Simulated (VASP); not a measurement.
# W8C9F3 in VASP: notebook, part 2 of 2

VASP 6.6.1.

**3. Single point, PBEsol**

Contents of INCAR:

```
SYSTEM = W8C9F3
PREC = Accurate
ENCUT = 520
EDIFF = 1E-6
ISMEAR = -1
SIGMA = 0.15
LREAL = Auto
LASPH = .True.
NELM = 80
ALGO = Normal
ISIF = 2
LWAVE = .False.
LCHARG = .True.
GGA = PS
LELF = .True.
LVHAR = .True.
NBANDS = 100
```

Contents of KPOINTS:

```
regular mesh
0
Gamma
  3 3 1
  0 0 0
```

Contents of POSCAR:

```
W8C9F3
1.0
    5.7763200000      0.0000000000      0.0000000000
   -2.8881600000      5.0024400000      0.0000000000
    0.0000000000      0.0000000000     16.2384600000
W C F
8 9 3
Direct
    0.0000000000      0.0000000000      0.0615821944
   -0.0088962851     -0.0110606024      0.2351154605
    0.0000000000      0.5000000000      0.0615821944
   -0.0129421812      0.4867946442      0.2354674027
    0.5000000000      0.0000000000      0.0615821944
    0.4843195837     -0.0189463542      0.2398478673
    0.5000000000      0.5000000000      0.0615821944
    0.4865332841      0.4871748587      0.2385314864
    0.3322129216      0.1628279400      0.1433111268
    0.3202783514      0.1516094146      0.3062070541
    0.3292283551      0.6619083887      0.1441794357
    0.2865242185      0.6102575943      0.3225457340
    0.8282513410      0.1612389154      0.1422628747
    0.8208093149      0.1537221836      0.3037536195
    0.8296999438      0.6636943172      0.1413431446
    0.8218979779      0.6528602042      0.3037371770
    0.1832889590      0.5032877956      0.4163970598
    0.0341911952      0.2320987358      0.4314768149
    0.3928465080      0.5848571897      0.4663976756
    0.0244458417      0.5935765347      0.4453786258
```

Potentials or basis: VASP PAW PBE potentials, release 64 (W_sv, C, F).

Started as:

```bash
$ cat potpaw_PBE.64/W_sv/POTCAR potpaw_PBE.64/C/POTCAR potpaw_PBE.64/F/POTCAR > POTCAR
$ mpirun -np 1 vasp_std > vasp.out
```

OUTCAR:

```text
SYSTEM = W8C9F3
   PREC = Accurate
   ENCUT = 520
   EDIFF = 1E-6
   ISMEAR = -1
   LREAL = Auto
   LASPH = .True.
   NELM = 80
   ISIF = 2
   GGA = PS

 ion  position               nearest neighbor table
   1  0.000  0.000  0.062-  13 2.12  15 2.12   9 2.13   2 2.82   5 2.89   5 2.89   3 2.89   3 2.89
                             7 2.89   7 2.89
   2  0.991  0.989  0.235-  10 2.01  14 2.01  16 2.02  15 2.23  13 2.26   9 2.27   1 2.82   8 2.87
                             6 2.87   4 2.89   4 2.89   6 2.91   8 2.91
   3  0.000  0.500  0.062-  15 2.11  11 2.12  13 2.14   4 2.82   7 2.89   7 2.89   5 2.89   1 2.89
                             1 2.89   5 2.89
   4  0.987  0.487  0.235-  16 1.99  14 2.00  12 2.07  13 2.22  11 2.26  15 2.27   3 2.82   6 2.86
                             8 2.88   2 2.89   2 2.89   8 2.89   6 2.91
   5  0.500  0.000  0.062-  13 2.10   9 2.12  11 2.16   1 2.89   1 2.89   3 2.89   7 2.89   7 2.89
                             3 2.89   6 2.90
   6  0.484  0.981  0.240-  14 1.98  10 1.99  11 2.23  12 2.29   9 2.29  13 2.34   8 2.86   4 2.86
                             2 2.87   5 2.90   2 2.91   4 2.91   8 2.92
   7  0.500  0.500  0.062-  15 2.10  11 2.14   9 2.15   8 2.87   3 2.89   3 2.89   5 2.89   5 2.89
                             1 2.89   1 2.89
   8  0.487  0.487  0.239-  16 1.98  10 2.01  12 2.13   9 2.24  11 2.26  15 2.33   6 2.86   2 2.87
                             7 2.87   4 2.88   4 2.89   2 2.91   6 2.92
   9  0.332  0.163  0.143-   5 2.12   1 2.13   7 2.15   8 2.24   2 2.27   6 2.29
  10  0.320  0.152  0.306-   6 1.99   8 2.01   2 2.01
  11  0.329  0.662  0.144-   3 2.12   7 2.14   5 2.16   6 2.23   8 2.26   4 2.26
  12  0.287  0.610  0.323-  17 1.64   4 2.07   8 2.13   6 2.29
  13  0.828  0.161  0.142-   5 2.10   1 2.12   3 2.14   4 2.22   2 2.26   6 2.34
  14  0.821  0.154  0.304-   6 1.98   4 2.00   2 2.01
  15  0.830  0.664  0.141-   7 2.10   3 2.11   1 2.12   2 2.23   4 2.27   8 2.33
  16  0.822  0.653  0.304-   8 1.98   4 1.99   2 2.02
  17  0.183  0.503  0.416-  19 1.33  20 1.35  18 1.38  12 1.64
  18  0.034  0.232  0.431-  17 1.38
  19  0.393  0.585  0.466-  17 1.33
  20  0.024  0.594  0.445-  17 1.35

  LATTYP: Found a hexagonal cell.
 ALAT       =     5.7763200000
 C/A-ratio  =     2.8112119827

  Lattice vectors:

 A1 = (   5.7763200000,   0.0000000000,   0.0000000000)
 A2 = (  -2.8881600000,   5.0024400000,   0.0000000000)
 A3 = (   0.0000000000,   0.0000000000,  16.2384600000)

Analysis of symmetry for initial positions (statically):
=====================================================================
 Subroutine PRICEL returns:
 Original cell was already a primitive cell.

 Routine SETGRP: Setting up the symmetry group for a
 hexagonal supercell.

 Subroutine GETGRP returns: Found  1 space group operations
 (whereof  1 operations were pure point group operations)
 out of a pool of 24 trial point group operations.

The static configuration has the point symmetry C_1 .

Analysis of symmetry for dynamics (positions and initial velocities):
=====================================================================
 Subroutine PRICEL returns:
 Original cell was already a primitive cell.

 Routine SETGRP: Setting up the symmetry group for a
 hexagonal supercell.

 Subroutine GETGRP returns: Found  1 space group operations
 (whereof  1 operations were pure point group operations)
 out of a pool of 24 trial point group operations.

[... 96 lines left out ...]
 -0.333333  0.333333  0.000000      2.000000
  0.333333  0.333333  0.000000      2.000000
   k-points           NKPTS =      5   k-points in BZ     NKDIM =      5   number of bands    NBANDS=    100
   number of dos      NEDOS =    301   number of ions     NIONS =     20
   total plane-waves  NPLWV = 290304
   dimension x,y,z NGX =    48 NGY =   48 NGZ =  126
   dimension x,y,z NGXF=    96 NGYF=   96 NGZF=  252
   ions per type =               8   9   3
   NGX,Y,Z   is equivalent  to a cutoff of  13.81, 13.81, 12.90 a.u.
   NGXF,Y,Z  is equivalent  to a cutoff of  27.63, 27.63, 25.80 a.u.
 SYSTEM =  W8C9F3
   PREC   = accura    normal or accurate (medium, high low for compatibility)
   ISTART =      0    job   : 0-new  1-cont  2-samecut
   ICHARG =      2    charge: 1-file 2-atom 10-const
   ISPIN  =      1    spin polarized calculation?
   LNONCOLLINEAR =      F non collinear calculations
   LSORBIT =      F    spin-orbit coupling
   LASPH  =      T    aspherical Exc in radial PAW
   ENCUT  =  520.0 eV  38.22 Ry    6.18 a.u.  10.74 10.74 30.19*2*pi/ulx,y,z
   NELM   =     80;   NELMIN=  2; NELMDL= -5     # of ELM steps
   EDIFF  = 0.1E-05   stopping-criterion for ELM
   LREAL  =      T    real-space projection
   EDIFFG = 0.1E-04   stopping-criterion for IOM
   NSW    =      0    number of steps for IOM
   IBRION =     -1    ionic relax: 0-MD 1-quasi-New 2-CG
   NFREE  =      0    steps in history (QN), initial steepest desc. (CG)
   ISIF   =      2    stress and relaxation
   ISYM   =      2    0-nonsym 1-usesym 2-fastsym
   POTIM  = 0.5000    time-step for ionic-motion
   TEBEG  =    0.0;   TEEND  =   0.0 temperature during run
   PSTRESS=    0.0 pullay stress
   NELECT =     169.0000    total number of electrons
   NUPDOWN=      -1.0000    fix difference up-down
   EMIN   =  10.00;   EMAX   =-10.00  energy-range for DOS
   EFERMI =   0.00;   METHOD = LEGACY
   ISMEAR =    -1;   SIGMA  =   0.15  broadening in eV -4-tet -1-fermi 0-gaus
   EFERMI_NEDOS =   21; number of points for ismear=-14 and -15
   IALGO  =     38    algorithm
   IMIX   =      4    mixing-type and parameters
     AMIX     =   0.40;   BMIX     =  1.00
     AMIX_MAG =   1.60;   BMIX_MAG =  1.00
  volume/ion in A,a.u.               =      23.46       158.32
  Fermi-wavevector in a.u.,A,eV,Ry     =   1.164781  2.201118 18.459236  1.356716
  Thomas-Fermi vector in A             =   2.301315
   LORBIT       =      0    0 simple, 1 ext, 2 COOP (PROOUT), +10 PAW based schemes
   GGA     = PS    functional components
   LHFCALC =     F    Hartree Fock is set to
   AEXX    =    0.0000 exact exchange contribution
   IVDW    =     0    specifies the selected vdW correction
   LEPSILON=     F    determine dielectric tensor
   LRPA    =     F    only Hartree local field effects (RPA)
 non-spin polarized calculation
  energy-cutoff  :      520.00
  volume of cell :      469.22
 maximum number of plane-waves:     12661
 NGX is ok and might be reduce to    48
   NGX = 21   NGY = 21   NGZ = 61

 number of electron     168.9999980 magnetization

 Free energy of the ion-electron system (eV)
  ---------------------------------------------------
  ext. energy  EPLUGINS =         0.00000000
  ---------------------------------------------------
  free energy    TOTEN  =      -195.40481085 eV

  energy without entropy =     -195.10862109  energy(sigma->0) =     -195.25671597

 E-fermi :   0.7650     XC(G=0):  -6.9385

 val. band max:        0.5222679376   @ k =   0.3333  -0.0000   0.0000
 cond. band min:       0.9921565689   @ k =   0.0000   0.0000   0.0000
 fundamental gap:      0.4698886313
 Fermi energy:         0.7649529347

 k-point     1 :       0.0000    0.0000    0.0000
  band No.  band energies     occupation
      1     -73.1152      2.00000
      2     -73.0958      2.00000
      3     -73.0483      2.00000
      4     -73.0288      2.00000
      5     -73.0186      2.00000
      6     -72.9825      2.00000
[... 484 lines left out ...]
     95       3.2864      0.00000
     96       3.3391      0.00000
 [bands above 96 left out]

------------------------ aborting loop because EDIFF is reached ----------------------------------------

  FORCE on cell =-STRESS in cart. coord.  units (eV):
  Direction    XX          YY          ZZ          XY          YZ          ZX
  --------------------------------------------------------------------------------------
  -------------------------------------------------------------------------------------
  Total        5.1472963      0.9770363     -5.5687511     -0.1889625      9.4620144      4.3115094
  in kB       17.5756654      3.3361325    -19.0147411     -0.6452207     32.3084566     14.7218351
  external PRESSURE =       0.6323523 kB  Pullay stress =       0.0000000 kB

 VOLUME and BASIS-vectors are now :
 -----------------------------------------------------------------------------
  energy-cutoff  :      520.00
  volume of cell :      469.22
      direct lattice vectors                 reciprocal lattice vectors
     5.776320000  0.000000000  0.000000000     0.173120603  0.099951224  0.000000000
    -2.888160000  5.002440000  0.000000000     0.000000000  0.199902448  0.000000000
     0.000000000  0.000000000 16.238460000     0.000000000  0.000000000  0.061582194

 POSITION                                       TOTAL-FORCE (eV/Angst)
 -----------------------------------------------------------------------------------
      0.00000      0.00000      1.00000        -0.062142     -0.138056     -0.200113
      2.86872      4.94711      3.81791        -0.046695     -0.098528     -0.067177
     -1.44408      2.50122      1.00000        -0.007760     -0.188723     -0.012203
      4.29562      2.43516      3.82363        -0.022456     -0.097699     -0.022549
      2.88816      0.00000      1.00000        -0.119520     -0.432391      0.528703
     -0.03585      4.90766      3.89476        -0.064179     -0.199435      0.008819
[... 12 lines left out ...]
      0.58005      2.92571      7.57358         0.529780      0.582930      0.344006
     -1.57314      2.96933      7.23226        -0.128795      0.606312     -0.060384
 -----------------------------------------------------------------------------------
    total drift:                                0.004724     -0.014655     -0.011827

  FREE ENERGIE OF THE ION-ELECTRON SYSTEM (eV)
  ---------------------------------------------------
  free  energy   TOTEN  =      -195.4048108487 eV

  energy  without entropy=     -195.1086210935  energy(sigma->0) =     -195.25671597
```

It took 33 min on 1 thread of Intel Xeon 8259CL, shared host; peak memory 0.68 GiB.

What came out:

```
Free energy            : -195.4048 eV
Largest force          : 1.344 eV/Å
Band gap on the k mesh : zero (an odd number of electrons rules out a gap without spin polarisation)
```

Forces in eV/Å, atoms in the order of the input:
```
W   -0.062 -0.138 -0.200
W   -0.047 -0.099 -0.067
W   -0.008 -0.189 -0.012
W   -0.022 -0.098 -0.023
W   -0.120 -0.432  0.529
W   -0.064 -0.199  0.009
W   -0.228 -0.198  0.373
W   -0.098 -0.076  0.025
C    0.007 -0.033  0.022
C   -0.056 -0.108  0.128
C   -0.015 -0.041  0.044
C   -0.162 -0.347  0.447
C   -0.027 -0.045  0.001
C   -0.093 -0.139  0.034
C   -0.012 -0.029 -0.007
C   -0.056 -0.085  0.106
C    0.423  0.876 -0.927
F    0.237  0.191 -0.764
F    0.530  0.583  0.344
F   -0.129  0.606 -0.060
```

Caveat: the k points lie up to 0.42 Å⁻¹ apart, too coarse for converged energies and pressures of a metal; there is no dipole correction, which matters where the two faces differ; the PAW data sets were made with another functional, which shifts forces and pressure a little; spin-orbit coupling is left out, which moves the levels of the heavy elements; an odd number of electrons without spin polarisation forces a metal; a magnetic or distorted state may lie lower.

The gap in the log of VASP goes by the Fermi energy; the results here count the filled bands.